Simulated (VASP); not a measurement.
CrSn:

```
Cr Sn
1.0
     3.10374    0.00000    0.00000
     0.00000    3.10374    0.00000
     0.00000    0.00000    4.06811
Cr Sn
1 1
Direct
  0.50000 0.50000 0.50000
  0.00000 0.00000 0.00000
```

* Program: VASP 6.6.1
* Task: relaxation of cell and atoms
* Functional: PBE
* Potentials or basis: VASP PAW PBE potentials, release 64 (Cr_pv, Sn_d)
* Cutoff: 600 eV
* k mesh: 6 × 6 × 4
* Occupations: gaussian, width 0.1 eV
* Spin: collinear spin, ferrimagnetic start
* Starting moments: [3.31, -0.12] μB

At the start: pressure -4.4 GPa; volume 19.59 Å³/atom.

Problem. How do energy, volume and symmetry change on relaxing?

Solution. Over 5 steps the energy falls by 30.5 meV/atom and the volume is 18.07 Å³/atom (-7.8 %); space group P4/mmm (No. 123, to 0.05 Å); moment 2.77 μB per cell.

Step by step:
```csv
step,energy change (eV),largest force (eV/Å),pressure (GPa),volume (Å³)
1,0.0000,0.0000,-4.38,39.19
2,-0.0553,0.0000,0.21,36.23
3,-0.0553,0.0000,0.40,36.18
4,-0.0602,0.0000,0.18,36.16
5,-0.0611,0.0000,0.05,36.15
```

Final structure:
```
Cr Sn
1.0
     3.06311    0.00000    0.00000
     0.00000    3.06311    0.00000
     0.00000    0.00000    3.85247
Cr Sn
1 1
Direct
  0.50000 0.50000 0.50000
  0.00000 0.00000 0.00000
```

Caveat: the k points lie up to 0.41 Å⁻¹ apart in the final cell.
